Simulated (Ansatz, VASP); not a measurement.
# NiO: VASP beside Ansatz

INCAR

```
PREC     = Accurate       # precision mode
ENCUT    = 600            # plane-wave cutoff, eV
EDIFF    = 1E-6           # SCF threshold, eV
ISMEAR   = 0              # smearing method
SIGMA    = 0.05           # smearing width, eV
LREAL    = F              # projectors in reciprocal space
LASPH    = T              # aspherical terms in the spheres
NELM     = 200            # most SCF steps
ALGO     = Normal         # electronic algorithm
ISIF     = 2              # what is computed and relaxed
LWAVE    = F              # write WAVECAR
LCHARG   = F              # write CHGCAR
ISPIN    = 2              # spin polarisation
MAGMOM   = 1.91 0.22      # initial moments
LORBIT   = 11             # projections on sites
LMAXMIX  = 4              # l up to which the mixer works
LDAU     = T              # DFT+U
LDAUTYPE = 2            
LDAUL    = 2 -1           # shell
LDAUU    = 6.2 0          # U, eV
LDAUJ    = 0 0          
LDAUPRINT= 1            
GGA      = B5             # functional
ALDAX    = 1.0          
AGGAX    = 1.0          
AGGAC    = 1.0          
ALDAC    = 0.0          
NBANDS   = 19             # bands
GGA_COMPAT= F
```

Contents of KPOINTS:

```
Automatic mesh
0
Gamma
  10 10 10
```

Contents of POSCAR:

```
NiO
1.0
    0.0000000000      2.1718224619      2.1718224619
    2.1718224619      0.0000000000      2.1718224619
    2.1718224619      2.1718224619      0.0000000000
Ni O
1 1
Direct
    0.0000000000      0.0000000000      0.0000000000
    0.5000000000      0.5000000000      0.5000000000
```

Input for Ansatz:

```yaml
crystal:
  lattice:
    - [0.0, 2.1718224619, 2.1718224619]
    - [2.1718224619, 0.0, 2.1718224619]
    - [2.1718224619, 2.1718224619, 0.0]
  atoms:
    - { symbol: Ni, position: [0.0, 0.0, 0.0], spin: 1.89 }
    - { symbol: O, position: [0.5, 0.5, 0.5] }
basis:
  ecutwfc: 420
  ecutrho_ratio: 4
kpoints:
  mp_grid: { grid: [10, 10, 10] }
hamiltonian:
  xc: blyp
  hubbard:
    sites:
      - { species: Ni, l: d, u_eff: 6.2, starting_ns: start.occupation_matrices }
    ns_hold: { iters: 6 }
scf:
  occupations: { method: gaussian, width: 0.05 }
  lower_state_search: "off"
output:
  forces: true
  stress: true
  eigenvalues: true
  populations: true
  hubbard: { sites: [{ species: Ni, l: d }] }
magnetization:
  spin_polarized: true
```

Alike in both runs: task single point; functional BLYP; k mesh 10 × 10 × 10; occupations gaussian, width 0.05 eV; collinear spin; Hubbard terms Ni d U = 6.2 eV.

|  | VASP | Ansatz |
| --- | --- | --- |
| version | VASP 6.6.1 | Ansatz 0.2.0 |
| potentials or method | VASP PAW PBE potentials, release 64 (Ni, O), cutoff 600 eV | scalar-relativistic, plane waves, PAW |
| valence electrons in the cell | 16 | 24 |

|  | VASP | Ansatz | Ansatz less VASP |
| --- | --- | --- | --- |
| gap on the k mesh at the Fermi level (eV) | 2.30 | 1.89 | -0.404 |
| least direct gap on the mesh (eV) | 2.98 | 2.79 | -0.186 |
| pressure (GPa) | -9.2 | -2.3 | +6.90 |
| net moment per atom (μB) | 1.00 | 1.00 | 0.000 |
| size of the moment on the site where the two differ most (μB) | 1.81 | 1.74 | -0.076 |

VASP's potentials were made for PBE, not for BLYP. Site moments also hang on the region over which each program counts them. The programs project onto different local orbitals, so the same U acts differently, and such runs can settle in different states. VASP's potentials hold 16 valence electrons a cell and Ansatz's 24, so a difference there can come from the potentials and not from the codes.
